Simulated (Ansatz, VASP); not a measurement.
One calculation of NiO2, two programs

```
CELL_PARAMETERS angstrom
2.80281 0.00000 0.00000
-1.40141 2.42731 0.00000
0.00000 0.00000 4.90604
ATOMIC_POSITIONS crystal
Ni 0.00000 0.00000 0.50000
O 0.66667 0.33333 0.70023
O 0.33333 0.66667 0.29977
```

Alike in both runs: task single point; functional PBEsol; k mesh 12 × 12 × 6; occupations gaussian, width 0.05 eV; no spin polarisation.

```csv
,VASP,Ansatz
version,VASP 6.6.1,Ansatz 0.2.0
potentials or method,"VASP PAW PBE potentials, release 64 (Ni, O), cutoff 520 eV","scalar-relativistic, plane waves, PAW"
valence electrons in the cell,22,30
```

Ansatz gave:

```
gap on the k mesh at the Fermi level (eV)                     : 0.98
least direct gap on the mesh (eV)                             : 1.15
pressure (GPa)                                                : -8.9
traceless stress, the component that is largest in VASP (GPa) : -0.80
rms of the force components (eV/Å)                            : 0.486
```

Q: What did VASP give for the same quantities?

A: gap on the k mesh at the Fermi level (eV): 0.95; least direct gap on the mesh (eV): 1.13; pressure (GPa): -8.1; traceless stress, the component that is largest in VASP (GPa): -1.00; rms of the force components (eV/Å): 0.455.

VASP's potentials were made for PBE, not for PBEsol. Atom by atom the forces differ by 0.031 eV/Å (rms over components). VASP's potentials hold 22 valence electrons a cell and Ansatz's 30, so a difference there can come from the potentials and not from the codes.
